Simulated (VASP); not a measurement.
# DyMgF (P4/nmm) in VASP: notebook

Runs on DyMgF. Level: PBE. Tasks: single point.

All numbers are computed with VASP 6.6.1; they aren't measurements. Logs are shortened: lines on timing, memory, paths and dates and some standing lists are left out, and cuts for length are marked.

### 1 The cell of the first run

Symmetry: P4/nmm, No. 129, tetragonal system. Conventional cell: a = 3.491 Å, b = 3.491 Å, c = 10.344 Å, α = 90.00°, β = 90.00°, γ = 90.00°. Dy (site symmetry 4mm) has 8 Dy at 3.49 to 3.53 Å and 4 Mg at 3.67 Å and 4 F at 4.28 Å within 4.6 Å. Mg (site symmetry 4mm) has 4 F at 2.12 Å within 2.8 Å. F (site symmetry -4m2) has 4 Mg at 2.12 Å and 4 F at 2.47 Å within 2.8 Å.

### 2 Single point, PBE

Input file INCAR:

```
PREC     = Accurate       # precision mode
ENCUT    = 600            # plane-wave cutoff, eV
EDIFF    = 1E-6           # SCF threshold, eV
ISMEAR   = 0              # smearing method
SIGMA    = 0.2            # smearing width, eV
LREAL    = F              # projectors in reciprocal space
LASPH    = T              # aspherical terms in the spheres
NELM     = 200            # most SCF steps
ALGO     = Normal         # electronic algorithm
ISIF     = 2              # what is computed and relaxed
LWAVE    = F              # write WAVECAR
LCHARG   = T              # write CHGCAR
GGA      = PE             # functional
LELF     = T              # ELF
LVHAR    = T            
NBANDS   = 48             # bands
GGA_COMPAT= F            
LMAXMIX  = 6              # l up to which the mixer works
```

Input file KPOINTS:

```
regular mesh
0
Gamma
  6 6 1
```

Input file POSCAR:

```
DyMgF
1.0
    3.4910338943      0.0000000000      0.0000000000
    0.0000000000      3.4910338943      0.0000000000
    0.0000000000      0.0000000000     20.6878513732
Dy Mg F
4 4 4
Direct
    0.0000000000      0.5000000000      0.1889054395
    0.0000000000      0.5000000000      0.6889054395
    0.5000000000      0.0000000000      0.3110945605
    0.5000000000      0.0000000000      0.8110945605
    1.0000000000      0.5000000000      0.4420895703
    1.0000000000      0.5000000000      0.9420895703
    0.5000000000      0.0000000000      0.0579104297
    0.5000000000      0.0000000000      0.5579104297
    0.0000000000      0.0000000000      0.0000000000
    0.0000000000      0.0000000000      0.5000000000
    0.5000000000      0.5000000000      0.0000000000
    0.5000000000      0.5000000000      0.5000000000
```

Potentials or basis: VASP PAW PBE potentials, release 64 (Dy_3, Mg, F), 4f in core.

On the command line:

```sh
$ cat potpaw_PBE.64/Dy_3/POTCAR potpaw_PBE.64/Mg/POTCAR potpaw_PBE.64/F/POTCAR > POTCAR
$ mpirun -np 1 vasp_std > vasp.out
```

OUTCAR:

```text
PREC = Accurate
   ENCUT = 600
   EDIFF = 1E-6
   ISMEAR = 0
   LREAL = F
   LASPH = T
   NELM = 200
   ISIF = 2
   GGA = PE

 ion  position               nearest neighbor table
   1  0.000  0.500  0.189-   3 3.53   3 3.53   3 3.53   3 3.53   7 3.67   7 3.67   7 3.67   7 3.67

   2  0.000  0.500  0.689-   4 3.53   4 3.53   4 3.53   4 3.53   8 3.67   8 3.67   8 3.67   8 3.67

   3  0.500  0.000  0.311-   1 3.53   1 3.53   1 3.53   1 3.53   5 3.67   5 3.67   5 3.67   5 3.67
[... 22 lines left out ...]
 A1 = (   3.4910338943,   0.0000000000,   0.0000000000)
 A2 = (   0.0000000000,   3.4910338943,   0.0000000000)
 A3 = (   0.0000000000,   0.0000000000,  20.6878513732)

Analysis of symmetry for initial positions (statically):
=====================================================================
 Subroutine PRICEL returns following result:

  LATTYP: Found a simple tetragonal cell.
 ALAT       =     3.4910338943
 C/A-ratio  =     2.9629977823

  Lattice vectors:

 A1 = (   3.4910338943,   0.0000000000,   0.0000000000)
 A2 = (   0.0000000000,   3.4910338943,   0.0000000000)
 A3 = (   0.0000000000,   0.0000000000,  10.3439256866)

   2 primitive cells build up your supercell.

 Routine SETGRP: Setting up the symmetry group for a
 simple tetragonal supercell.

 Subroutine GETGRP returns: Found 16 space group operations
 (whereof  8 operations were pure point group operations)
 out of a pool of 16 trial point group operations.

The static configuration has the point symmetry D_2d.
 The point group associated with its full space group is D_4h.

Analysis of symmetry for dynamics (positions and initial velocities):
=====================================================================
 Subroutine PRICEL returns following result:

  LATTYP: Found a simple tetragonal cell.
 ALAT       =     3.4910338943
 C/A-ratio  =     2.9629977823

  Lattice vectors:

 A1 = (   3.4910338943,   0.0000000000,   0.0000000000)
 A2 = (   0.0000000000,   3.4910338943,   0.0000000000)
 A3 = (   0.0000000000,   0.0000000000,  10.3439256866)

   2 primitive cells build up your supercell.

 Routine SETGRP: Setting up the symmetry group for a
 simple tetragonal supercell.

 Subroutine GETGRP returns: Found 16 space group operations
 (whereof  8 operations were pure point group operations)
 out of a pool of 16 trial point group operations.

The dynamic configuration has the point symmetry D_2d.
 The point group associated with its full space group is D_4h.

 Subroutine INISYM returns: Found 16 space group operations
 (whereof  8 operations are pure point group operations),
 and found     2 'primitive' translations

----------------------------------------------------------------------------------------

                                     Primitive cell

  volume of cell :     126.0647

  direct lattice vectors                    reciprocal lattice vectors
     3.491033894  0.000000000  0.000000000     0.286448093  0.000000000  0.000000000
     0.000000000  3.491033894  0.000000000     0.000000000  0.286448093  0.000000000
     0.000000000  0.000000000 10.343925687     0.000000000  0.000000000  0.096675095

  length of vectors
     3.491033894  3.491033894 10.343925687     0.286448093  0.286448093  0.096675095

  position of ions in fractional coordinates (direct lattice)
     0.000000000  0.500000000  0.377810879
     0.500000000  0.000000000  0.622189121
     0.000000000  0.500000000  0.884179141
     0.500000000  0.000000000  0.115820859
     0.000000000  0.000000000  0.000000000
     0.500000000  0.500000000  0.000000000

  ion indices of the primitive-cell ions
   primitive index   ion index
                 1           1
                 2           3
                 3           6
                 4           7
                 5           9
                 6          11

----------------------------------------------------------------------------------------

 KPOINTS: regular mesh

Automatic generation of k-mesh.
 Grid dimensions read from file:
 generate k-points for:    6    6    1

 Generating k-lattice:

  Cartesian coordinates                     Fractional coordinates (reciprocal lattice)
     0.047741349  0.000000000  0.000000000     0.166666667  0.000000000  0.000000000
     0.000000000  0.047741349  0.000000000     0.000000000  0.166666667  0.000000000
     0.000000000  0.000000000  0.048337548     0.000000000  0.000000000  1.000000000

  Length of vectors
     0.047741349  0.047741349  0.048337548

  Shift w.r.t. Gamma in fractional coordinates (k-lattice)
     0.000000000  0.000000000  0.000000000

 Subroutine IBZKPT returns following result:
 ===========================================

 Found     10 irreducible k-points:

 Following reciprocal coordinates:
            Coordinates               Weight
  0.000000  0.000000  0.000000      1.000000
  0.166667  0.000000  0.000000      4.000000
  0.333333  0.000000  0.000000      4.000000
  0.500000  0.000000  0.000000      2.000000
  0.166667  0.166667  0.000000      4.000000
  0.333333  0.166667  0.000000      8.000000
  0.500000  0.166667  0.000000      4.000000
  0.333333  0.333333  0.000000      4.000000
  0.500000  0.333333  0.000000      4.000000
  0.500000  0.500000  0.000000      1.000000
   k-points           NKPTS =     10   k-points in BZ     NKDIM =     10   number of bands    NBANDS=     48
   number of dos      NEDOS =    301   number of ions     NIONS =     12
   total plane-waves  NPLWV = 131712
   dimension x,y,z NGX =    28 NGY =   28 NGZ =  168
   dimension x,y,z NGXF=    56 NGYF=   56 NGZF=  336
   ions per type =               4   4   4
   NGX,Y,Z   is equivalent  to a cutoff of  13.33, 13.33, 13.50 a.u.
   NGXF,Y,Z  is equivalent  to a cutoff of  26.67, 26.67, 27.00 a.u.
 SYSTEM =  unknown system
   PREC   = accura    normal or accurate (medium, high low for compatibility)
   ISTART =      0    job   : 0-new  1-cont  2-samecut
   ICHARG =      2    charge: 1-file 2-atom 10-const
   ISPIN  =      1    spin polarized calculation?
   LNONCOLLINEAR =      F non collinear calculations
   LSORBIT =      F    spin-orbit coupling
   LASPH  =      T    aspherical Exc in radial PAW
   ENCUT  =  600.0 eV  44.10 Ry    6.64 a.u.   6.97  6.97 41.32*2*pi/ulx,y,z
   NELM   =    200;   NELMIN=  2; NELMDL= -5     # of ELM steps
   EDIFF  = 0.1E-05   stopping-criterion for ELM
   LREAL  =      F    real-space projection
   EDIFFG = 0.1E-04   stopping-criterion for IOM
   NSW    =      0    number of steps for IOM
   IBRION =     -1    ionic relax: 0-MD 1-quasi-New 2-CG
   NFREE  =      0    steps in history (QN), initial steepest desc. (CG)
   ISIF   =      2    stress and relaxation
   ISYM   =      2    0-nonsym 1-usesym 2-fastsym
   POTIM  = 0.5000    time-step for ionic-motion
   TEBEG  =    0.0;   TEEND  =   0.0 temperature during run
   PSTRESS=    0.0 pullay stress
   NELECT =      72.0000    total number of electrons
   NUPDOWN=      -1.0000    fix difference up-down
   EMIN   =  10.00;   EMAX   =-10.00  energy-range for DOS
   EFERMI =   0.00;   METHOD = LEGACY
   ISMEAR =     0;   SIGMA  =   0.20  broadening in eV -4-tet -1-fermi 0-gaus
   EFERMI_NEDOS =   21; number of points for ismear=-14 and -15
   IALGO  =     38    algorithm
   IMIX   =      4    mixing-type and parameters
     AMIX     =   0.40;   BMIX     =  1.00
     AMIX_MAG =   1.60;   BMIX_MAG =  1.00
  volume/ion in A,a.u.               =      21.01       141.79
  Fermi-wavevector in a.u.,A,eV,Ry     =   1.078064  2.037245 15.812986  1.162222
  Thomas-Fermi vector in A             =   2.213992
   LORBIT       =      0    0 simple, 1 ext, 2 COOP (PROOUT), +10 PAW based schemes
   GGA     = PE    functional components
   LHFCALC =     F    Hartree Fock is set to
   AEXX    =    0.0000 exact exchange contribution
   IVDW    =     0    specifies the selected vdW correction
   LEPSILON=     F    determine dielectric tensor
   LRPA    =     F    only Hartree local field effects (RPA)
 non-spin polarized calculation
 Gauss-broadening in eV      SIGMA  =   0.20
  energy-cutoff  :      600.00
  volume of cell :      252.13
 maximum number of plane-waves:      8448
 NGX is ok and might be reduce to    28
   NGX = 13   NGY = 13   NGZ = 83

 number of electron      72.0000003 magnetization

 Free energy of the ion-electron system (eV)
  ---------------------------------------------------
  ext. energy  EPLUGINS =         0.00000000
  ---------------------------------------------------
  free energy    TOTEN  =       -50.77415774 eV

  energy without entropy =      -50.63444544  energy(sigma->0) =      -50.70430159

 E-fermi :   3.1251     XC(G=0):  -9.3290

 val. band max:        3.1162775972   @ k =   0.3333   0.0000   0.0000
 cond. band min:       3.1749788940   @ k =   0.3333   0.1667   0.0000
 fundamental gap:      0.0587012969
 Fermi energy:         3.1251286219

 k-point     1 :       0.0000    0.0000    0.0000
  band No.  band energies     occupation
      1     -23.2272      2.00000
      2     -23.2272      2.00000
      3     -21.9707      2.00000
      4     -21.9707      2.00000
      5     -20.3803      2.00000
      6     -20.3801      2.00000
[... 499 lines left out ...]
     47       5.8604      0.00000
     48       5.8604      0.00000

------------------------ aborting loop because EDIFF is reached ----------------------------------------

  FORCE on cell =-STRESS in cart. coord.  units (eV):
  Direction    XX          YY          ZZ          XY          YZ          ZX
  --------------------------------------------------------------------------------------
  -------------------------------------------------------------------------------------
  Total       -0.3858807     -0.3858807     -0.0903145      0.0000000     -0.0000000      0.0000000
  in kB       -2.4521112     -2.4521112     -0.5739109      0.0000000     -0.0000000      0.0000000
  external PRESSURE =      -1.8260444 kB  Pullay stress =       0.0000000 kB

 VOLUME and BASIS-vectors are now :
 -----------------------------------------------------------------------------
  energy-cutoff  :      600.00
  volume of cell :      252.13
      direct lattice vectors                 reciprocal lattice vectors
     3.491033894  0.000000000  0.000000000     0.286448093  0.000000000  0.000000000
     0.000000000  3.491033894  0.000000000     0.000000000  0.286448093  0.000000000
     0.000000000  0.000000000 20.687851373     0.000000000  0.000000000  0.048337548

 POSITION                                       TOTAL-FORCE (eV/Angst)
 -----------------------------------------------------------------------------------
      0.00000      1.74552      3.90805        -0.000000      0.000000      0.005924
      0.00000      1.74552     14.25197        -0.000000     -0.000000      0.005924
      1.74552      0.00000      6.43588         0.000000      0.000000     -0.005924
      1.74552      0.00000     16.77980         0.000000     -0.000000     -0.005924
      0.00000      1.74552      9.14588         0.000000     -0.000000      0.044289
      0.00000      1.74552     19.48981        -0.000000      0.000000      0.044289
      1.74552      0.00000      1.19804        -0.000000     -0.000000     -0.044289
      1.74552      0.00000     11.54197        -0.000000      0.000000     -0.044289
      0.00000      0.00000      0.00000         0.000000      0.000000      0.000000
      0.00000      0.00000     10.34393        -0.000000     -0.000000      0.000000
      1.74552      1.74552      0.00000        -0.000000     -0.000000      0.000000
      1.74552      1.74552     10.34393         0.000000      0.000000      0.000000
 -----------------------------------------------------------------------------------
    total drift:                                0.000000      0.000000      0.000000

  FREE ENERGIE OF THE ION-ELECTRON SYSTEM (eV)
  ---------------------------------------------------
  free  energy   TOTEN  =       -50.7741577370 eV

  energy  without entropy=      -50.6344454398  energy(sigma->0) =      -50.70430159
```

Run time: 87 s. Hardware: 1 thread of Intel Xeon 6975P-C (Granite Rapids), shared host; peak memory 0.42 GiB.

What came out:

```
Free energy            : -50.7742 eV
Pressure               : -0.2 GPa
Largest force          : 0.044 eV/Å
Band gap on the k mesh : zero (bands 36 and 37 overlap by 0.52 eV)
```

Forces on the atoms (eV/Å):
```
Dy   0.000  0.000  0.006
Dy   0.000  0.000  0.006
Dy   0.000  0.000 -0.006
Dy   0.000  0.000 -0.006
Mg   0.000  0.000  0.044
Mg   0.000  0.000  0.044
Mg   0.000  0.000 -0.044
Mg   0.000  0.000 -0.044
F    0.000  0.000  0.000
F    0.000  0.000  0.000
F    0.000  0.000  0.000
F    0.000  0.000  0.000
```

Stress tensor (GPa, compression positive):
```
-0.25  0.00  0.00
 0.00 -0.25  0.00
 0.00  0.00 -0.06
```

Caveat: spin-orbit coupling is left out, which moves the levels of the heavy elements; the 4f electrons are frozen in the core, so they carry no moment and show no levels; the run has no spin polarisation, though such a crystal can be magnetic. With open d or f shells a metallic result of PBE can be an artefact of self-interaction; +U or a hybrid may open a gap.

(Continued in part 2 of 2.)

The gap in the log of VASP goes by the Fermi energy; the results here count the filled bands.